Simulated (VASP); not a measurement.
# Fe (Im-3m) in VASP: a series of runs

Runs on Fe. Level: r2SCAN. Tasks: single point.

Everything below comes from runs of VASP 6.6.1. Logs are shortened: lines on timing, memory, paths and dates and some standing lists are left out, and cuts for length are marked.

## 1. The cell of the first run

It takes space group Im-3m (No. 229, cubic). The conventional cell has a = 2.867 Å, b = 2.867 Å, c = 2.867 Å, α = 90.00°, β = 90.00°, γ = 90.00°. Within 3.3 Å of Fe (site symmetry m-3m) lie 14 Fe at 2.48 to 2.87 Å.

## 2. Single point, r2SCAN, collinear spin, ferromagnetic start

File POSCAR:

```
Fe
1.0
   -1.4332514774      1.4332514774      1.4332514774
    1.4332514774     -1.4332514774      1.4332514774
    1.4332514774      1.4332514774     -1.4332514774
Fe
1
Direct
    0.0000000000      0.0000000000      0.0000000000
```

File INCAR.step1:

```
PREC = Accurate ; ENCUT = 520
ISMEAR = 0 ; SIGMA = 0.1
LREAL = False ; LASPH = True
NELM = 150 ; ISPIN = 2
MAGMOM = 3.09 ; LMAXMIX = 4
NBANDS = 14 ; GGA = PE
ALGO = Normal ; EDIFF = 1E-4
LWAVE = True ; LCHARG = False
```

File INCAR.step2:

```
PREC = Accurate ; ENCUT = 520
EDIFF = 1E-6 ; ISMEAR = 0
SIGMA = 0.1 ; LREAL = False
LASPH = True ; NELM = 150
ALGO = Normal ; ISIF = 2
LWAVE = False ; LCHARG = False
ISPIN = 2 ; MAGMOM = 3.09
LORBIT = 11 ; LMAXMIX = 4
METAGGA = R2SCAN ; LMIXTAU = True
NBANDS = 14 ; ISTART = 1
```

File KPOINTS:

```
regular mesh
0
Gamma
  20 20 20
```

Potentials or basis: VASP PAW PBE potentials, release 64 (Fe).

Run with:

```
> cat potpaw_PBE.64/Fe/POTCAR > POTCAR
> cp INCAR.step1 INCAR
> mpirun -np 1 vasp_std > vasp.out
> cp INCAR.step2 INCAR
> mpirun -np 1 vasp_std > vasp.out
```

OUTCAR:

```text
PREC = Accurate
   ENCUT = 520
   EDIFF = 1E-6
   ISMEAR = 0
   LREAL = False
   LASPH = True
   NELM = 150
   ISIF = 2
   ISPIN = 2
   LORBIT = 11
   METAGGA = R2SCAN
   ISTART = 1

 ion  position               nearest neighbor table
   1  0.000  0.000  0.000-

  LATTYP: Found a body centered cubic cell.
 ALAT       =     2.8665029548

  Lattice vectors:

 A1 = (  -1.4332514774,   1.4332514774,   1.4332514774)
 A2 = (   1.4332514774,  -1.4332514774,   1.4332514774)
 A3 = (   1.4332514774,   1.4332514774,  -1.4332514774)

Analysis of symmetry for initial positions (statically):
=====================================================================
 Subroutine PRICEL returns:
 Original cell was already a primitive cell.

 Routine SETGRP: Setting up the symmetry group for a
 body centered cubic supercell.

 Subroutine GETGRP returns: Found 48 space group operations
 (whereof 48 operations were pure point group operations)
 out of a pool of 48 trial point group operations.

The static configuration has the point symmetry O_h .

Analysis of symmetry for dynamics (positions and initial velocities):
=====================================================================
 Subroutine PRICEL returns:
 Original cell was already a primitive cell.

 Routine SETGRP: Setting up the symmetry group for a
 body centered cubic supercell.

 Subroutine GETGRP returns: Found 48 space group operations
 (whereof 48 operations were pure point group operations)
 out of a pool of 48 trial point group operations.

The dynamic configuration has the point symmetry O_h .

Analysis of structural, dynamic, and magnetic symmetry:
=====================================================================
 Subroutine PRICEL returns:
 Original cell was already a primitive cell.

 Routine SETGRP: Setting up the symmetry group for a
 body centered cubic supercell.

 Subroutine GETGRP returns: Found 48 space group operations
 (whereof 48 operations were pure point group operations)
 out of a pool of 48 trial point group operations.

The overall configuration has the point symmetry O_h .

 Subroutine INISYM returns: Found 48 space group operations
 (whereof 48 operations are pure point group operations),
 and found     1 'primitive' translations

----------------------------------------------------------------------------------------

                                     Primitive cell

  volume of cell :      11.7768

  direct lattice vectors                    reciprocal lattice vectors
    -1.433251477  1.433251477  1.433251477     0.000000000  0.348857132  0.348857132
     1.433251477 -1.433251477  1.433251477     0.348857132  0.000000000  0.348857132
     1.433251477  1.433251477 -1.433251477     0.348857132  0.348857132  0.000000000

  length of vectors
     2.482464379  2.482464379  2.482464379     0.493358488  0.493358488  0.493358488

  position of ions in fractional coordinates (direct lattice)
     0.000000000  0.000000000  0.000000000

  ion indices of the primitive-cell ions
   primitive index   ion index
                 1           1

----------------------------------------------------------------------------------------

 KPOINTS: regular mesh

Automatic generation of k-mesh.
 Grid dimensions read from file:
 generate k-points for:   20   20   20

 Generating k-lattice:

  Cartesian coordinates                     Fractional coordinates (reciprocal lattice)
     0.000000000  0.017442857  0.017442857     0.050000000  0.000000000  0.000000000
     0.017442857  0.000000000  0.017442857     0.000000000  0.050000000  0.000000000
     0.017442857  0.017442857  0.000000000     0.000000000  0.000000000  0.050000000

  Length of vectors
     0.024667924  0.024667924  0.024667924

  Shift w.r.t. Gamma in fractional coordinates (k-lattice)
     0.000000000  0.000000000  0.000000000

 Subroutine IBZKPT returns following result:
 ===========================================

 Found    256 irreducible k-points:

 Following reciprocal coordinates:
            Coordinates               Weight
  0.000000  0.000000  0.000000      1.000000
  0.050000  0.000000  0.000000     12.000000
  0.100000  0.000000  0.000000     12.000000
  0.150000  0.000000  0.000000     12.000000
  0.200000  0.000000  0.000000     12.000000
  0.250000  0.000000  0.000000     12.000000
[... 16 lines left out ...]
  0.200000  0.100000 -0.000000     48.000000
  0.250000  0.100000  0.000000     48.000000
 [... further k-points ...]
   k-points           NKPTS =    256   k-points in BZ     NKDIM =    256   number of bands    NBANDS=     14
   number of dos      NEDOS =    301   number of ions     NIONS =      1
   total plane-waves  NPLWV =   5832
   dimension x,y,z NGX =    18 NGY =   18 NGZ =   18
   dimension x,y,z NGXF=    36 NGYF=   36 NGZF=   36
   ions per type =               1
   NGX,Y,Z   is equivalent  to a cutoff of  12.05, 12.05, 12.05 a.u.
   NGXF,Y,Z  is equivalent  to a cutoff of  24.11, 24.11, 24.11 a.u.
 SYSTEM =  unknown system
   PREC   = accura    normal or accurate (medium, high low for compatibility)
   ISTART =      1    job   : 0-new  1-cont  2-samecut
   ICHARG =      0    charge: 1-file 2-atom 10-const
   ISPIN  =      2    spin polarized calculation?
   LNONCOLLINEAR =      F non collinear calculations
   LSORBIT =      F    spin-orbit coupling
   LASPH  =      T    aspherical Exc in radial PAW
   ENCUT  =  520.0 eV  38.22 Ry    6.18 a.u.   4.62  4.62  4.62*2*pi/ulx,y,z
   NELM   =    150;   NELMIN=  2; NELMDL=  0     # of ELM steps
   EDIFF  = 0.1E-05   stopping-criterion for ELM
   LREAL  =      F    real-space projection
   EDIFFG = 0.1E-04   stopping-criterion for IOM
   NSW    =      0    number of steps for IOM
   IBRION =     -1    ionic relax: 0-MD 1-quasi-New 2-CG
   NFREE  =      0    steps in history (QN), initial steepest desc. (CG)
   ISIF   =      2    stress and relaxation
   ISYM   =      2    0-nonsym 1-usesym 2-fastsym
   POTIM  = 0.5000    time-step for ionic-motion
   TEBEG  =    0.0;   TEEND  =   0.0 temperature during run
   PSTRESS=    0.0 pullay stress
   NELECT =       8.0000    total number of electrons
   NUPDOWN=      -1.0000    fix difference up-down
   EMIN   =  10.00;   EMAX   =-10.00  energy-range for DOS
   EFERMI =   0.00;   METHOD = LEGACY
   ISMEAR =     0;   SIGMA  =   0.10  broadening in eV -4-tet -1-fermi 0-gaus
   EFERMI_NEDOS =   21; number of points for ismear=-14 and -15
   IALGO  =     38    algorithm
   IMIX   =      4    mixing-type and parameters
     AMIX     =   0.40;   BMIX     =  1.00
     AMIX_MAG =   1.60;   BMIX_MAG =  1.00
  volume/ion in A,a.u.               =      11.78        79.47
  Fermi-wavevector in a.u.,A,eV,Ry     =   1.439116  2.719535 28.178407  2.071055
  Thomas-Fermi vector in A             =   2.558007
   LORBIT       =     11    0 simple, 1 ext, 2 COOP (PROOUT), +10 PAW based schemes
   METAGGA = R2SCAN    functional components
   LHFCALC =     F    Hartree Fock is set to
   AEXX    =    0.0000 exact exchange contribution
   IVDW    =     0    specifies the selected vdW correction
   LEPSILON=     F    determine dielectric tensor
   LRPA    =     F    only Hartree local field effects (RPA)
 spin polarized calculation
 Gauss-broadening in eV      SIGMA  =   0.10
  energy-cutoff  :      520.00
  volume of cell :       11.78
 maximum number of plane-waves:       329
   NGX =  9   NGY =  9   NGZ =  9

 number of electron       7.9999998 magnetization       2.6480634

 Free energy of the ion-electron system (eV)
  ---------------------------------------------------
  ext. energy  EPLUGINS =         0.00000000
  ---------------------------------------------------
  free energy    TOTEN  =       -14.36153676 eV

  energy without entropy =      -14.35829523  energy(sigma->0) =      -14.35991600

 E-fermi :   5.4798     XC(G=0): -14.0180

 val. band max:        5.4789894796   @ k =  -0.2000   0.2500   0.1000
 cond. band min:       5.4821594299   @ k =   0.1000   0.1000   0.0000
 fundamental gap:      0.0031699503
 Fermi energy:         5.4797993623

 spin component 1

 k-point     1 :       0.0000    0.0000    0.0000
  band No.  band energies     occupation
      1      -3.0157      1.00000
      2       2.4071      1.00000
      3       2.4072      1.00000
      4       2.4072      1.00000
      5       3.6075      1.00000
      6       3.6075      1.00000
      7      31.1127      0.00000
      8      31.1127      0.00000
      9      31.1127      0.00000
     10      35.9476      0.00000
     11      35.9476      0.00000
     12      37.6105      0.00000
     13      37.6105      0.00000
     14      37.6112      0.00000

 k-point     2 :       0.0500    0.0000    0.0000
  band No.  band energies     occupation
      1      -2.9116      1.00000
      2       2.3815      1.00000
      3       2.4070      1.00000
      4       2.4603      1.00000
      5       3.5816      1.00000
      6       3.6095      1.00000
      7      30.3003      0.00000
      8      30.9394      0.00000
      9      30.9880      0.00000
     10      35.4332      0.00000
     11      36.0716      0.00000
     12      36.0795      0.00000
     13      36.6148      0.00000
     14      37.9379      0.00000
[... 343 lines left out ...]
      1      -0.5414      1.00000
      2       1.9155      1.00000
      3       2.1837      1.00000
      4       3.3650      1.00000
      5       3.7230      1.00000
      6       3.8893      1.00000
      7      21.4116      0.00000
      8      24.6098      0.00000
      9      28.2675      0.00000
     10      31.0220      0.00000
     11      35.0955      0.00000
     12      36.2184      0.00000
     13      41.7739      0.00000
     14      42.2317      0.00000

 k-point    24 :       0.2500    0.1000    0.0000
  band No.  band energies     occupation
      1       0.0104      1.00000
      2       1.7660      1.00000
      3       2.3599      1.00000
      4       3.4313      1.00000
      5       3.7849      1.00000
      6       4.3982      1.00000
      7      19.0389      0.00000
      8      23.7495      0.00000
      9      27.1674      0.00000
     10      30.7765      0.00000
     11      35.1064      0.00000
     12      36.7575      0.00000
     13      42.5405      0.00000
     14      44.4514      0.00000

 [... further k-points ...]

 spin component 2

 k-point     1 :       0.0000    0.0000    0.0000
  band No.  band energies     occupation
      1      -3.6431      1.00000
      2       5.8310      0.00000
      3       5.8311      0.00000
      4       5.8311      0.00000
      5       8.0408      0.00000
      6       8.0408      0.00000
      7      30.7446      0.00000
      8      30.7447      0.00000
      9      30.7447      0.00000
     10      36.5388      0.00000
     11      36.5389      0.00000
     12      39.3826      0.00000
     13      39.3826      0.00000
     14      39.3830      0.00000

 k-point     2 :       0.0500    0.0000    0.0000
  band No.  band energies     occupation
      1      -3.5352      1.00000
      2       5.7931      0.00000
      3       5.8215      0.00000
      4       5.8926      0.00000
      5       7.9984      0.00000
      6       8.0432      0.00000
      7      30.1041      0.00000
      8      30.6187      0.00000
      9      30.7011      0.00000
     10      36.2265      0.00000
     11      37.0310      0.00000
     12      38.0849      0.00000
     13      38.2512      0.00000
     14      39.6474      0.00000
[... 343 lines left out ...]
      1      -0.8782      1.00000
      2       5.0701      1.00000
      3       5.1777      0.99999
      4       7.4120      0.00000
      5       7.5520      0.00000
      6       8.2228      0.00000
      7      22.3216      0.00000
      8      25.2494      0.00000
      9      29.6407      0.00000
     10      31.4062      0.00000
     11      36.2149      0.00000
     12      37.4240      0.00000
     13      42.8820      0.00000
     14      43.7739      0.00000

 k-point    24 :       0.2500    0.1000    0.0000
  band No.  band energies     occupation
      1       0.0281      1.00000
      2       4.8494      1.00000
      3       4.9835      1.00000
      4       7.5861      0.00000
      5       7.9032      0.00000
      6       8.2891      0.00000
      7      20.1693      0.00000
      8      24.3834      0.00000
      9      28.4370      0.00000
     10      31.3162      0.00000
     11      36.3932      0.00000
     12      37.7840      0.00000
     13      43.6137      0.00000
     14      45.9982      0.00000

 [... further k-points ...]

------------------------ aborting loop because EDIFF is reached ----------------------------------------

  FORCE on cell =-STRESS in cart. coord.  units (eV):
  Direction    XX          YY          ZZ          XY          YZ          ZX
  --------------------------------------------------------------------------------------
  -------------------------------------------------------------------------------------
  Total       -0.0271057     -0.0271057     -0.0271057      0.0000000      0.0000000      0.0000000
  in kB       -3.6875960     -3.6875960     -3.6875960      0.0000000      0.0000000      0.0000000
  external PRESSURE =      -3.6875960 kB  Pullay stress =       0.0000000 kB

 VOLUME and BASIS-vectors are now :
 -----------------------------------------------------------------------------
  energy-cutoff  :      520.00
  volume of cell :       11.78
      direct lattice vectors                 reciprocal lattice vectors
    -1.433251477  1.433251477  1.433251477     0.000000000  0.348857132  0.348857132
     1.433251477 -1.433251477  1.433251477     0.348857132  0.000000000  0.348857132
     1.433251477  1.433251477 -1.433251477     0.348857132  0.348857132  0.000000000

 POSITION                                       TOTAL-FORCE (eV/Angst)
 -----------------------------------------------------------------------------------
      0.00000      0.00000      0.00000        -0.000000     -0.000000      0.000000
 -----------------------------------------------------------------------------------
    total drift:                                0.000000      0.000000      0.000000

  FREE ENERGIE OF THE ION-ELECTRON SYSTEM (eV)
  ---------------------------------------------------
  free  energy   TOTEN  =       -14.3615367618 eV

  energy  without entropy=      -14.3582952314  energy(sigma->0) =      -14.35991600

 total charge

# of ion       s       p       d       tot
------------------------------------------
    1        0.478   0.549   6.170   7.198

 magnetization (x)

# of ion       s       p       d       tot
------------------------------------------
    1       -0.012  -0.118   2.848   2.718
```

Wall time 3 min (1 thread of Intel Xeon Platinum 8488C (Sapphire Rapids), shared host); peak memory 0.17 GiB.

What came out:

```
Free energy                                           : -14.3615 eV
Pressure                                              : -0.4 GPa
Net moment                                            : 2.65 μB per cell
Site moments                                          : Fe +2.72 μB
Valence electrons inside the program's atomic spheres : Fe 7.20
```

Caveat: the PAW data sets were made with another functional, which shifts forces and pressure a little.

[end of part 1 of 2]
